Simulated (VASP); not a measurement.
# TaPb2 (P6/mmm) in VASP: further runs

Runs on TaPb2. Level: PBE. Tasks: relaxation of cell and atoms, single point.

Program: VASP 6.6.1. These are calculated values, not measurements. Logs are shortened: lines on timing, memory, paths and dates and some standing lists are left out, and cuts for length are marked.

**1. The cell of the first run**

Symmetry: P6/mmm, No. 191, hexagonal system. The conventional cell has a = 4.283 Å, b = 4.283 Å, c = 4.625 Å, α = 90.00°, β = 90.00°, γ = 120.00°. Ta (site symmetry 6/mmm) has 12 Pb at 3.39 Å and 8 Ta at 4.28 to 4.62 Å within 4.7 Å. Within 3.4 Å of Pb (site symmetry -6m2) lie 3 Pb at 2.47 Å and 6 Ta at 3.39 Å.

**2. Relaxation of cell and atoms, PBE**

INCAR

```
  PREC = Accurate
  ENCUT = 600
  EDIFF = 1E-7
  ISMEAR = 0
  SIGMA = 0.1
  LREAL = F
  LASPH = T
  NELM = 100
  ALGO = Fast
  ISIF = 3
  LWAVE = F
  LCHARG = F
  GGA = PE
  IBRION = 2
  NSW = 90
  EDIFFG = -0.04
```

KPOINTS

```
regular mesh
0
Gamma
  6 6 4
```

POSCAR

```
TaPb2
1.0
    4.2834322904      0.0000000000      0.0000000000
   -2.1417161452      3.7095611789      0.0000000000
    0.0000000000      0.0000000000      4.6249684198
Ta Pb
1 2
Direct
    0.0000000000      0.0000000000      0.0000000000
    0.3333333333      0.6666666667      0.5000000000
    0.6666666667      0.3333333333      0.5000000000
```

Potentials or basis: VASP PAW PBE potentials, release 64 (Ta_pv, Pb_d).

Command:

```bash
cat potpaw_PBE.64/Ta_pv/POTCAR potpaw_PBE.64/Pb_d/POTCAR > POTCAR
mpirun -np 1 vasp_std > vasp.out
```

OUTCAR:

```text
PREC = Accurate
   ENCUT = 600
   EDIFF = 1E-7
   ISMEAR = 0
   LREAL = F
   LASPH = T
   NELM = 100
   ISIF = 3
   GGA = PE
   IBRION = 2
   NSW = 90
   EDIFFG = -0.04

 ion  position               nearest neighbor table
   1  0.000  0.000  0.000-   2 3.39   3 3.39   2 3.39   3 3.39   3 3.39   3 3.39   2 3.39   2 3.39
                             3 3.39   3 3.39   2 3.39   2 3.39
   2  0.333  0.667  0.500-   3 2.47   3 2.47   3 2.47   1 3.39   1 3.39   1 3.39   1 3.39   1 3.39
                             1 3.39
   3  0.667  0.333  0.500-   2 2.47   2 2.47   2 2.47   1 3.39   1 3.39   1 3.39   1 3.39   1 3.39
                             1 3.39

  LATTYP: Found a hexagonal cell.
 ALAT       =     4.2834322904
 C/A-ratio  =     1.0797342193

  Lattice vectors:

 A1 = (   4.2834322904,   0.0000000000,   0.0000000000)
 A2 = (  -2.1417161452,   3.7095611789,   0.0000000000)
 A3 = (   0.0000000000,   0.0000000000,   4.6249684198)

Analysis of symmetry for initial positions (statically):
=====================================================================
 Subroutine PRICEL returns:
 Original cell was already a primitive cell.

 Routine SETGRP: Setting up the symmetry group for a
 hexagonal supercell.

 Subroutine GETGRP returns: Found 24 space group operations
 (whereof 24 operations were pure point group operations)
 out of a pool of 24 trial point group operations.

The static configuration has the point symmetry D_6h.

Analysis of symmetry for dynamics (positions and initial velocities):
=====================================================================
 Subroutine PRICEL returns:
 Original cell was already a primitive cell.

 Routine SETGRP: Setting up the symmetry group for a
 hexagonal supercell.

 Subroutine GETGRP returns: Found 24 space group operations
 (whereof 24 operations were pure point group operations)
 out of a pool of 24 trial point group operations.

The dynamic configuration has the point symmetry D_6h.

 Subroutine INISYM returns: Found 24 space group operations
 (whereof 24 operations are pure point group operations),
 and found     1 'primitive' translations

----------------------------------------------------------------------------------------

                                     Primitive cell

  volume of cell :      73.4891

  direct lattice vectors                    reciprocal lattice vectors
     4.283432290  0.000000000  0.000000000     0.233457641  0.134786832  0.000000000
    -2.141716145  3.709561179  0.000000000     0.000000000  0.269573664  0.000000000
     0.000000000  0.000000000  4.624968420     0.000000000  0.000000000  0.216217693

  length of vectors
     4.283432290  4.283432290  4.624968420     0.269573664  0.269573664  0.216217693

  position of ions in fractional coordinates (direct lattice)
     0.000000000  0.000000000  0.000000000
     0.333333333  0.666666667  0.500000000
     0.666666667  0.333333333  0.500000000

  ion indices of the primitive-cell ions
   primitive index   ion index
                 1           1
                 2           2
                 3           3

----------------------------------------------------------------------------------------

 KPOINTS: regular mesh

Automatic generation of k-mesh.
 Grid dimensions read from file:
 generate k-points for:    6    6    4

 Generating k-lattice:

  Cartesian coordinates                     Fractional coordinates (reciprocal lattice)
     0.038909607  0.022464472  0.000000000     0.166666667  0.000000000  0.000000000
     0.000000000  0.044928944  0.000000000     0.000000000  0.166666667  0.000000000
     0.000000000  0.000000000  0.054054423     0.000000000  0.000000000  0.250000000

  Length of vectors
     0.044928944  0.044928944  0.054054423

  Shift w.r.t. Gamma in fractional coordinates (k-lattice)
     0.000000000  0.000000000  0.000000000

 Subroutine IBZKPT returns following result:
 ===========================================

 Found     21 irreducible k-points:

 Following reciprocal coordinates:
            Coordinates               Weight
  0.000000  0.000000  0.000000      1.000000
  0.166667  0.000000  0.000000      6.000000
  0.333333  0.000000  0.000000      6.000000
  0.500000  0.000000  0.000000      3.000000
  0.166667  0.166667  0.000000      6.000000
  0.333333  0.166667  0.000000     12.000000
[... 13 lines left out ...]
  0.333333  0.166667  0.500000     12.000000
  0.333333  0.333333  0.500000      2.000000
   k-points           NKPTS =     21   k-points in BZ     NKDIM =     21   number of bands    NBANDS=     23
   number of dos      NEDOS =    301   number of ions     NIONS =      3
   total plane-waves  NPLWV =  51840
   dimension x,y,z NGX =    36 NGY =   36 NGZ =   40
   dimension x,y,z NGXF=    72 NGYF=   72 NGZF=   80
   ions per type =               1   2
   NGX,Y,Z   is equivalent  to a cutoff of  13.97, 13.97, 14.38 a.u.
   NGXF,Y,Z  is equivalent  to a cutoff of  27.94, 27.94, 28.76 a.u.
 SYSTEM =  unknown system
   PREC   = accura    normal or accurate (medium, high low for compatibility)
   ISTART =      0    job   : 0-new  1-cont  2-samecut
   ICHARG =      2    charge: 1-file 2-atom 10-const
   ISPIN  =      1    spin polarized calculation?
   LNONCOLLINEAR =      F non collinear calculations
   LSORBIT =      F    spin-orbit coupling
   LASPH  =      T    aspherical Exc in radial PAW
   ENCUT  =  600.0 eV  44.10 Ry    6.64 a.u.   8.56  8.56  9.24*2*pi/ulx,y,z
   NELM   =    100;   NELMIN=  2; NELMDL= -5     # of ELM steps
   EDIFF  = 0.1E-06   stopping-criterion for ELM
   LREAL  =      F    real-space projection
   EDIFFG = -.4E-01   stopping-criterion for IOM
   NSW    =     90    number of steps for IOM
   IBRION =      2    ionic relax: 0-MD 1-quasi-New 2-CG
   NFREE  =      1    steps in history (QN), initial steepest desc. (CG)
   ISIF   =      3    stress and relaxation
   ISYM   =      2    0-nonsym 1-usesym 2-fastsym
   POTIM  = 0.5000    time-step for ionic-motion
   TEBEG  =    0.0;   TEEND  =   0.0 temperature during run
   PSTRESS=    0.0 pullay stress
   NELECT =      39.0000    total number of electrons
   NUPDOWN=      -1.0000    fix difference up-down
   EMIN   =  10.00;   EMAX   =-10.00  energy-range for DOS
   EFERMI =   0.00;   METHOD = LEGACY
   ISMEAR =     0;   SIGMA  =   0.10  broadening in eV -4-tet -1-fermi 0-gaus
   EFERMI_NEDOS =   21; number of points for ismear=-14 and -15
   IALGO  =     68    algorithm
   IMIX   =      4    mixing-type and parameters
     AMIX     =   0.40;   BMIX     =  1.00
     AMIX_MAG =   1.60;   BMIX_MAG =  1.00
  volume/ion in A,a.u.               =      24.50       165.31
  Fermi-wavevector in a.u.,A,eV,Ry     =   1.325425  2.504691 23.902069  1.756753
  Thomas-Fermi vector in A             =   2.454887
   LORBIT       =      0    0 simple, 1 ext, 2 COOP (PROOUT), +10 PAW based schemes
   GGA     = PE    functional components
   LHFCALC =     F    Hartree Fock is set to
   AEXX    =    0.0000 exact exchange contribution
   IVDW    =     0    specifies the selected vdW correction
   LEPSILON=     F    determine dielectric tensor
   LRPA    =     F    only Hartree local field effects (RPA)
 conjugate gradient relaxation of ions
 non-spin polarized calculation
 RMM-DIIS sequential band-by-band and
 Gauss-broadening in eV      SIGMA  =   0.10
  energy-cutoff  :      600.00
  volume of cell :       73.49
 maximum number of plane-waves:      2509
 NGX is ok and might be reduce to    36
   NGX = 17   NGY = 17   NGZ = 19

--------------------------------------- Ionic step        1  -------------------------------------------

 number of electron      39.0000001 magnetization

 Free energy of the ion-electron system (eV)
  ---------------------------------------------------
  ext. energy  EPLUGINS =         0.00000000
  ---------------------------------------------------
  free energy    TOTEN  =       -10.40489406 eV

  energy without entropy =      -10.37023978  energy(sigma->0) =      -10.38756692

------------------------ aborting loop because EDIFF is reached ----------------------------------------

  FORCE on cell =-STRESS in cart. coord.  units (eV):
  Direction    XX          YY          ZZ          XY          YZ          ZX
  --------------------------------------------------------------------------------------
  -------------------------------------------------------------------------------------
  Total       21.6462145     21.6462145     -3.2384178      0.0000000     -0.0000000     -0.0000000
  in kB      471.9210221    471.9210221    -70.6025261      0.0000000     -0.0000000     -0.0000000
  external PRESSURE =     291.0798393 kB  Pullay stress =       0.0000000 kB
[... 59 lines left out ...]
  energy  without entropy=      -12.6701343929  energy(sigma->0) =      -12.69177065

--------------------------------------- Ionic step        3  -------------------------------------------

 number of electron      38.9999991 magnetization

 E-fermi :   4.6951     XC(G=0):  -9.6432

 val. band max:        4.6773445259   @ k =   0.3333   0.3333   0.2500
 cond. band min:       4.7143402617   @ k =   0.1667   0.0000   0.2500
 fundamental gap:      0.0369957358
 Fermi energy:         4.6950992807

 k-point     1 :       0.0000    0.0000    0.0000
  band No.  band energies     occupation
      1     -31.1240      2.00000
      2     -31.1240      2.00000
      3     -31.0894      2.00000
      4     -12.3293      2.00000
      5     -12.3133      2.00000
      6     -12.3133      2.00000
[... 565 lines left out ...]
  FREE ENERGIE OF THE ION-ELECTRON SYSTEM (eV)
  ---------------------------------------------------
  free  energy   TOTEN  =       -13.6666445963 eV

  energy  without entropy=      -13.6412041535  energy(sigma->0) =      -13.65392437

 E-fermi :  11.7062     XC(G=0): -12.3671

 val. band max:       11.6972183184   @ k =   0.3333   0.3333   0.2500
 cond. band min:      11.8534049414   @ k =   0.3333   0.1667   0.2500
 fundamental gap:      0.1561866230
 Fermi energy:        11.7062293493

 k-point     1 :       0.0000    0.0000    0.0000
  band No.  band energies     occupation
      1     -23.6681      2.00000
      2     -23.6681      2.00000
      3     -21.6170      2.00000
      4     -10.2249      2.00000
      5     -10.1563      2.00000
      6      -6.9533      2.00000
[... 535 lines left out ...]
     22      13.0802      0.00000
     23      20.5950      0.00000

[... ionic steps 4 to 9 ...]

--------------------------------------- Ionic step       10  -------------------------------------------

 number of electron      38.9999999 magnetization

------------------------ aborting loop because EDIFF is reached ----------------------------------------

  FORCE on cell =-STRESS in cart. coord.  units (eV):
  Direction    XX          YY          ZZ          XY          YZ          ZX
  --------------------------------------------------------------------------------------
  -------------------------------------------------------------------------------------
  Total        0.1626772      0.1626772     -0.5529857      0.0000000      0.0000000      0.0000000
  in kB        3.4641930      3.4641930    -11.7757731      0.0000000      0.0000000      0.0000000
  external PRESSURE =      -1.6157957 kB  Pullay stress =       0.0000000 kB
[... 59 lines left out ...]
  energy  without entropy=      -16.1807122306  energy(sigma->0) =      -16.18424225

--------------------------------------- Ionic step       12  -------------------------------------------

 number of electron      38.9999992 magnetization

 Free energy of the ion-electron system (eV)
  ---------------------------------------------------
  ext. energy  EPLUGINS =         0.00000000
  ---------------------------------------------------
  free energy    TOTEN  =       -16.19085060 eV

  energy without entropy =      -16.18250670  energy(sigma->0) =      -16.18667865

 E-fermi :   7.6628     XC(G=0): -11.0812

 val. band max:        7.6569125715   @ k =   0.0000   0.0000   0.5000
 cond. band min:       7.8122570560   @ k =   0.3333   0.0000   0.2500
 fundamental gap:      0.1553444845
 Fermi energy:         7.6628466010

 k-point     1 :       0.0000    0.0000    0.0000
  band No.  band energies     occupation
      1     -27.4941      2.00000
      2     -27.4941      2.00000
      3     -26.9595      2.00000
      4     -10.0536      2.00000
      5      -9.8518      2.00000
      6      -9.5051      2.00000
[... 565 lines left out ...]
  FREE ENERGIE OF THE ION-ELECTRON SYSTEM (eV)
  ---------------------------------------------------
  free  energy   TOTEN  =       -16.1908505980 eV

  energy  without entropy=      -16.1825066957  energy(sigma->0) =      -16.18667865

 reached required accuracy - stopping structural energy minimisation
```

Run time: 8.2 min. Hardware: 1 thread of Intel Xeon 6975P-C (Granite Rapids), shared host; peak memory 0.26 GiB.

Results:

* Free energy: -16.1909 eV
* Relaxed volume: 25.09 Å³/atom
* Relaxed cell: a = 5.377 Å, b = 5.377 Å, c = 3.006 Å, α = 90.00°, β = 90.00°, γ = 120.00°
* Space group after relaxing (to 0.1 Å): P6/mmm (No. 191)
* Pressure after relaxing: 0.0 GPa
* Band gap on the k mesh: zero (an odd number of electrons rules out a gap without spin polarisation)

Final structure:
```cif
data_structure
_symmetry_space_group_name_H-M 'P 1'
_symmetry_Int_Tables_number 1
_cell_length_a 5.3770
_cell_length_b 5.3770
_cell_length_c 3.0063
_cell_angle_alpha 90.000
_cell_angle_beta 90.000
_cell_angle_gamma 120.000
_cell_volume 75.27
loop_
_atom_site_label
_atom_site_type_symbol
_atom_site_fract_x
_atom_site_fract_y
_atom_site_fract_z
_atom_site_occupancy
Ta1 Ta 0.00000 0.00000 0.00000 1
Pb1 Pb 0.33333 0.66667 0.50000 1
Pb2 Pb 0.66667 0.33333 0.50000 1
```

Caveat: a cell axis changed by over 15 % at a fixed basis, so the end point is rough; spin-orbit coupling is left out, which moves the levels of the heavy elements.

(Continued in part 2 of 2.)
